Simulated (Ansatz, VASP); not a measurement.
## One calculation of LuHfO2, two programs

File INCAR:

```
SYSTEM = LuHfO2
PREC = Accurate ; ENCUT = 600
EDIFF = 1E-6 ; ISMEAR = 0
SIGMA = 0.1 ; LREAL = .False.
LASPH = .True. ; NELM = 60
ALGO = Normal ; ISIF = 3
LWAVE = .False. ; LCHARG = .False.
GGA = PE ; IBRION = 2
NSW = 90 ; EDIFFG = -0.04
```

Contents of KPOINTS:

```
regular mesh
0
Gamma
  6 6 4
  0 0 0
```

Contents of POSCAR:

```
LuHfO2
1.0
    3.3513436900      0.0000000000      0.0000000000
    0.0000000000      3.3513436900      0.0000000000
    0.0000000000      0.0000000000      4.7351511600
Lu Hf O
1 1 2
Direct
    0.0000000000      0.0000000000      0.0000000000
    0.5000000000      0.5000000000      0.5000000000
    0.0000000000      0.0000000000      0.5000000000
    0.5000000000      0.5000000000      0.0000000000
```

Input for Ansatz:

```yaml
crystal:
  lattice:
    - [3.35134369, 0.0, 0.0]
    - [0.0, 3.35134369, 0.0]
    - [0.0, 0.0, 4.73515116]
  atoms:
    - { symbol: Lu, position: [0.0, 0.0, 0.0] }
    - { symbol: Hf, position: [0.5, 0.5, 0.5] }
    - { symbol: O, position: [0.0, 0.0, 0.5] }
    - { symbol: O, position: [0.5, 0.5, 0.0] }
basis:
  ecutwfc: 420
kpoints:
  mp_grid: { grid: [6, 6, 4] }
hamiltonian:
  xc: pbe
scf:
  occupations: { method: gaussian, width: 0.1 }
  lower_state_search: "off"
output:
  forces: true
  stress: true
  eigenvalues: true
relax:
  adjacent_minimum: "off"
  f_tol: 0.04
  max_steps: 70
  cell: { stress_tol: 0.4 }
```

Change from the starting cell: species swapped into the LaGdN2 type (P4/mmm, No. 123).

Alike in both runs: task relaxation of cell and atoms; functional PBE; k mesh 6 × 6 × 4; occupations gaussian, width 0.1 eV; no spin polarisation.

|  | VASP | Ansatz |
| --- | --- | --- |
| version | VASP 6.6.1 | Ansatz 0.2.0 |
| potentials or method | VASP PAW PBE potentials, release 64 (Lu, Hf_pv, O), cutoff 600 eV | scalar-relativistic, plane waves, PAW |
| valence electrons in the cell | 47 | 63 |

```tsv
	VASP	Ansatz	Ansatz less VASP
gap on the k mesh at the Fermi level, each at its own relaxed structure (eV)	none	none	-
relaxed volume (Å³/atom)	12.61	12.69	+0.081
relaxed cell length with the largest relative difference (Å)	3.299	3.307	+0.0085
```

A gap of «none» marks a metal or a gap that the smearing closes. VASP's potentials hold 47 valence electrons a cell and Ansatz's 63, so a difference there can come from the potentials and not from the codes.

Spin-orbit coupling is off throughout.
